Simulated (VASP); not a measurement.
# BiO4 (I-43m) in VASP: a series of runs, part 2 of 2

VASP 6.6.1.

## (3) Relaxation of cell and atoms, PBE

Input file INCAR:

```
PREC     = Accurate       # precision mode
ENCUT    = 600            # plane-wave cutoff, eV
EDIFF    = 1E-6           # SCF threshold, eV
ISMEAR   = 0              # smearing method
SIGMA    = 0.1            # smearing width, eV
LREAL    = False          # projectors in reciprocal space
LASPH    = True           # aspherical terms in the spheres
NELM     = 60             # most SCF steps
ALGO     = Normal         # electronic algorithm
ISIF     = 3              # what is computed and relaxed
LWAVE    = False          # write WAVECAR
LCHARG   = False          # write CHGCAR
GGA      = PE             # functional
IBRION   = 2              # ionic algorithm
NSW      = 90             # ionic steps
EDIFFG   = -0.04          # ionic threshold
```

Input file KPOINTS:

```
regular mesh
0
Gamma
  4 4 4
```

Input file POSCAR:

```
BiO4
1.0
   -2.7658471800      2.7658471800      2.7658471800
    2.7658471800     -2.7658471800      2.7658471800
    2.7658471800      2.7658471800     -2.7658471800
Bi O
1 4
Direct
    0.0000000000      0.0000000000      0.0000000000
    0.3495999900      0.3495999900      0.3495999900
    0.6504000100      0.0000000000      0.0000000000
    0.0000000000      0.0000000000      0.6504000100
    0.0000000000      0.6504000100      0.0000000000
```

Potentials or basis: VASP PAW PBE potentials, release 64 (Bi_d, O).

Run with:

```sh
cat potpaw_PBE.64/Bi_d/POTCAR potpaw_PBE.64/O/POTCAR > POTCAR
mpirun -np 1 vasp_std > vasp.out
```

OUTCAR:

```text
PREC = Accurate
   ENCUT = 600
   EDIFF = 1E-6
   ISMEAR = 0
   LREAL = False
   LASPH = True
   NELM = 60
   ISIF = 3
   GGA = PE
   IBRION = 2
   NSW = 90
   EDIFFG = -0.04

 ion  position               nearest neighbor table
   1  0.000  0.000  0.000-   2 1.67   3 1.67   4 1.67   5 1.67
   2  0.350  0.350  0.350-   1 1.67
   3  0.650  0.000  0.000-   1 1.67
   4  0.000  0.000  0.650-   1 1.67
   5  0.000  0.650  0.000-   1 1.67

  LATTYP: Found a body centered cubic cell.
 ALAT       =     5.5316943600

  Lattice vectors:

 A1 = (  -2.7658471800,   2.7658471800,   2.7658471800)
 A2 = (   2.7658471800,  -2.7658471800,   2.7658471800)
 A3 = (   2.7658471800,   2.7658471800,  -2.7658471800)

Analysis of symmetry for initial positions (statically):
=====================================================================
 Subroutine PRICEL returns:
 Original cell was already a primitive cell.

 Routine SETGRP: Setting up the symmetry group for a
 body centered cubic supercell.

 Subroutine GETGRP returns: Found 24 space group operations
 (whereof 24 operations were pure point group operations)
 out of a pool of 48 trial point group operations.

The static configuration has the point symmetry T_d .

Analysis of symmetry for dynamics (positions and initial velocities):
=====================================================================
 Subroutine PRICEL returns:
 Original cell was already a primitive cell.

 Routine SETGRP: Setting up the symmetry group for a
 body centered cubic supercell.

 Subroutine GETGRP returns: Found 24 space group operations
 (whereof 24 operations were pure point group operations)
 out of a pool of 48 trial point group operations.

The dynamic configuration has the point symmetry T_d .

 Subroutine INISYM returns: Found 24 space group operations
 (whereof 24 operations are pure point group operations),
 and found     1 'primitive' translations

----------------------------------------------------------------------------------------

                                     Primitive cell

  volume of cell :      84.6339

  direct lattice vectors                    reciprocal lattice vectors
    -2.765847180  2.765847180  2.765847180     0.000000000  0.180776438  0.180776438
     2.765847180 -2.765847180  2.765847180     0.180776438  0.000000000  0.180776438
     2.765847180  2.765847180 -2.765847180     0.180776438  0.180776438  0.000000000

  length of vectors
     4.790587842  4.790587842  4.790587842     0.255656490  0.255656490  0.255656490

  position of ions in fractional coordinates (direct lattice)
     0.000000000  0.000000000  0.000000000
     0.349599990  0.349599990  0.349599990
     0.650400010  0.000000000  0.000000000
     0.000000000  0.000000000  0.650400010
     0.000000000  0.650400010  0.000000000

  ion indices of the primitive-cell ions
   primitive index   ion index
                 1           1
                 2           2
                 3           3
                 4           4
                 5           5

----------------------------------------------------------------------------------------

 KPOINTS: regular mesh

Automatic generation of k-mesh.
 Grid dimensions read from file:
 generate k-points for:    4    4    4

 Generating k-lattice:

  Cartesian coordinates                     Fractional coordinates (reciprocal lattice)
     0.000000000  0.045194109  0.045194109     0.250000000  0.000000000  0.000000000
     0.045194109  0.000000000  0.045194109     0.000000000  0.250000000  0.000000000
     0.045194109  0.045194109  0.000000000     0.000000000  0.000000000  0.250000000

  Length of vectors
     0.063914122  0.063914122  0.063914122

  Shift w.r.t. Gamma in fractional coordinates (k-lattice)
     0.000000000  0.000000000  0.000000000

 Subroutine IBZKPT returns following result:
 ===========================================

 Found      8 irreducible k-points:

 Following reciprocal coordinates:
            Coordinates               Weight
  0.000000  0.000000  0.000000      1.000000
  0.250000  0.000000  0.000000     12.000000
  0.500000  0.000000  0.000000      6.000000
  0.250000  0.250000  0.000000     24.000000
  0.250000  0.250000  0.250000      2.000000
 -0.250000  0.250000  0.250000      6.000000
  0.500000  0.500000  0.250000     12.000000
  0.500000  0.500000  0.500000      1.000000
   k-points           NKPTS =      8   k-points in BZ     NKDIM =      8   number of bands    NBANDS=     23
   number of dos      NEDOS =    301   number of ions     NIONS =      5
   total plane-waves  NPLWV =  64000
   dimension x,y,z NGX =    40 NGY =   40 NGZ =   40
   dimension x,y,z NGXF=    80 NGYF=   80 NGZF=   80
   ions per type =               1   4
   NGX,Y,Z   is equivalent  to a cutoff of  13.88, 13.88, 13.88 a.u.
   NGXF,Y,Z  is equivalent  to a cutoff of  27.76, 27.76, 27.76 a.u.
 SYSTEM =  unknown system
   PREC   = accura    normal or accurate (medium, high low for compatibility)
   ISTART =      0    job   : 0-new  1-cont  2-samecut
   ICHARG =      2    charge: 1-file 2-atom 10-const
   ISPIN  =      1    spin polarized calculation?
   LNONCOLLINEAR =      F non collinear calculations
   LSORBIT =      F    spin-orbit coupling
   LASPH  =      T    aspherical Exc in radial PAW
   ENCUT  =  600.0 eV  44.10 Ry    6.64 a.u.   9.57  9.57  9.57*2*pi/ulx,y,z
   NELM   =     60;   NELMIN=  2; NELMDL= -5     # of ELM steps
   EDIFF  = 0.1E-05   stopping-criterion for ELM
   LREAL  =      F    real-space projection
   EDIFFG = -.4E-01   stopping-criterion for IOM
   NSW    =     90    number of steps for IOM
   IBRION =      2    ionic relax: 0-MD 1-quasi-New 2-CG
   NFREE  =      1    steps in history (QN), initial steepest desc. (CG)
   ISIF   =      3    stress and relaxation
   ISYM   =      2    0-nonsym 1-usesym 2-fastsym
   POTIM  = 0.5000    time-step for ionic-motion
   TEBEG  =    0.0;   TEEND  =   0.0 temperature during run
   PSTRESS=    0.0 pullay stress
   NELECT =      39.0000    total number of electrons
   NUPDOWN=      -1.0000    fix difference up-down
   EMIN   =  10.00;   EMAX   =-10.00  energy-range for DOS
   EFERMI =   0.00;   METHOD = LEGACY
   ISMEAR =     0;   SIGMA  =   0.10  broadening in eV -4-tet -1-fermi 0-gaus
   EFERMI_NEDOS =   21; number of points for ismear=-14 and -15
   IALGO  =     38    algorithm
   IMIX   =      4    mixing-type and parameters
     AMIX     =   0.40;   BMIX     =  1.00
     AMIX_MAG =   1.60;   BMIX_MAG =  1.00
  volume/ion in A,a.u.               =      16.93       114.23
  Fermi-wavevector in a.u.,A,eV,Ry     =   1.264488  2.389537 21.754776  1.598931
  Thomas-Fermi vector in A             =   2.397791
   LORBIT       =      0    0 simple, 1 ext, 2 COOP (PROOUT), +10 PAW based schemes
   GGA     = PE    functional components
   LHFCALC =     F    Hartree Fock is set to
   AEXX    =    0.0000 exact exchange contribution
   IVDW    =     0    specifies the selected vdW correction
   LEPSILON=     F    determine dielectric tensor
   LRPA    =     F    only Hartree local field effects (RPA)
 conjugate gradient relaxation of ions
 non-spin polarized calculation
 Gauss-broadening in eV      SIGMA  =   0.10
  energy-cutoff  :      600.00
  volume of cell :       84.63
 maximum number of plane-waves:      2899
 NGX is ok and might be reduce to    40
   NGX = 19   NGY = 19   NGZ = 19

--------------------------------------- Ionic step        1  -------------------------------------------

 number of electron      38.9999988 magnetization

 Free energy of the ion-electron system (eV)
  ---------------------------------------------------
  ext. energy  EPLUGINS =         0.00000000
  ---------------------------------------------------
  free energy    TOTEN  =       -10.91034328 eV

  energy without entropy =      -10.85854667  energy(sigma->0) =      -10.88444498

------------------------ aborting loop because EDIFF is reached ----------------------------------------

  FORCE on cell =-STRESS in cart. coord.  units (eV):
  Direction    XX          YY          ZZ          XY          YZ          ZX
  --------------------------------------------------------------------------------------
  -------------------------------------------------------------------------------------
  Total       33.6435294     33.6435294     33.6435294      0.0000000      0.0000000      0.0000000
  in kB      636.8946466    636.8946466    636.8946466      0.0000000      0.0000000      0.0000000
  external PRESSURE =     636.8946466 kB  Pullay stress =       0.0000000 kB
[... 531 lines left out ...]
     22       4.9127      0.00000
     23       7.3757      0.00000

[... ionic steps 4 to 26 ...]

--------------------------------------- Ionic step       27  -------------------------------------------

 number of electron      39.0000000 magnetization

------------------------ aborting loop because EDIFF is reached ----------------------------------------
[... 73 lines left out ...]
--------------------------------------- Ionic step       29  -------------------------------------------

 number of electron      38.9999997 magnetization

 Free energy of the ion-electron system (eV)
  ---------------------------------------------------
  ext. energy  EPLUGINS =         0.00000000
  ---------------------------------------------------
  free energy    TOTEN  =       -21.28001365 eV

  energy without entropy =      -21.25478117  energy(sigma->0) =      -21.26739741

 E-fermi :   2.3481     XC(G=0): -10.1550

 val. band max:        2.3320114299   @ k =  -0.2500   0.2500   0.2500
 cond. band min:       2.4425648200   @ k =   0.2500   0.2500   0.0000
 fundamental gap:      0.1105533900
 Fermi energy:         2.3481421886
[... 238 lines left out ...]
  FREE ENERGIE OF THE ION-ELECTRON SYSTEM (eV)
  ---------------------------------------------------
  free  energy   TOTEN  =       -21.2800136534 eV

  energy  without entropy=      -21.2547811700  energy(sigma->0) =      -21.26739741

 reached required accuracy - stopping structural energy minimisation
```

It took 5.3 min on 1 thread of Intel Xeon Platinum 8488C (Sapphire Rapids), shared host; peak memory 0.25 GiB.

Results:

```yaml
Free_energy: -21.2800 eV
Relaxed_volume: 13.52 Å³/atom
Relaxed_cell: a = 4.444 Å, b = 4.444 Å, c = 4.444 Å, α = 109.47°, β = 109.47°, γ = 109.47°
Space_group_after_relaxing_to_0.05_Å: I-43m (No. 217)
Energy_gained_by_relaxing: 2073.9 meV/atom
Ionic_steps: 29
Pressure_after_relaxing: -0.1 GPa
Largest_force_after_relaxing: 0.006 eV/Å
```

Forces in eV/Å, atoms in the order of the input:
```
Bi   0.000  0.000  0.000
O    0.004  0.004  0.004
O    0.004 -0.004 -0.004
O   -0.004 -0.004  0.004
O   -0.004  0.004 -0.004
```

Step by step:
```
step  energy change (eV)  largest force (eV/Å)  pressure (GPa)  volume (Å³)
   1              0.0000               15.7070           63.69        84.63
   2              1.0811                0.2659          -16.90       196.70
   3             -1.6761                0.4813          -15.27       169.90
   4             -3.6294                0.9258          -14.22       151.93
   5             -8.0607                1.3529          -11.86       115.02
   6             -9.0143                1.1288           -0.72        99.05
   7             -9.0380                0.3429           -4.20       102.03
   8             -9.0459                0.5921           -3.09       101.00
   9             -9.0450                0.6809           -2.69       100.65
  10             -9.1895                0.8091           -2.41        96.34
  11             -9.6153                1.2326           -0.40        84.15
  12             -9.8100                2.0254           17.44        62.95
  13             -9.9052                1.8591            7.23        70.96
  14             -9.9125                1.9511           10.24        68.00
  15             -9.9575                1.8242           10.15        67.42
  16            -10.0614                1.4794           10.30        65.70
  17            -10.1337                0.8642           12.47        62.34
  18            -10.2069                0.7204            9.91        63.33
  19            -10.3379                0.3509            3.35        66.34
  20            -10.2781                0.1156           -5.61        72.65
  21            -10.3601                0.1311           -0.53        68.63
  22            -10.3605                0.1522           -0.17        68.38
  23            -10.3605                0.1631            0.03        68.25
  24            -10.3614                0.1547            0.02        68.20
  25            -10.3637                0.1309            0.10        68.03
  26            -10.3671                0.0868            0.25        67.69
  27            -10.3686                0.0227            0.71        67.03
  28            -10.3688                0.0337            0.64        67.17
  29            -10.3697                0.0061           -0.08        67.58
```

Final structure:
```
Bi O
1.0
    -2.56602    2.56602    2.56602
     2.56602   -2.56602    2.56602
     2.56602    2.56602   -2.56602
Bi O
1 4
Cartesian
  0.0000 0.0000 0.0000
  1.2293 1.2293 1.2293
  -1.3367 1.3367 1.3367
  1.3367 1.3367 -1.3367
  1.3367 -1.3367 1.3367
```

Levels at points of the mesh, in eV from the Fermi level:
```tsv
k point	band 15	band 16	band 17	band 18	band 19	band 20	band 21	band 22	band 23
(0.00, 0.00, 0.00)	-2.63	-2.63	-0.76	-0.29	-0.29	-0.29	0.80	0.80	9.34
(0.50, 0.00, 0.00)	-2.02	-1.56	-1.34	-0.91	-0.82	0.12	0.23	1.94	6.95
(0.50, 0.50, 0.50)	-2.22	-0.20	-0.20	-0.20	0.49	0.49	0.49	3.95	6.17
```

Caveat: the k points lie up to 0.43 Å⁻¹ apart in the final cell; the volume moved by over 15 % at a fixed basis, so the end points are rough; spin-orbit coupling is left out, which moves the levels of the heavy elements; an odd number of electrons without spin polarisation forces a metal; a magnetic or distorted state may lie lower.
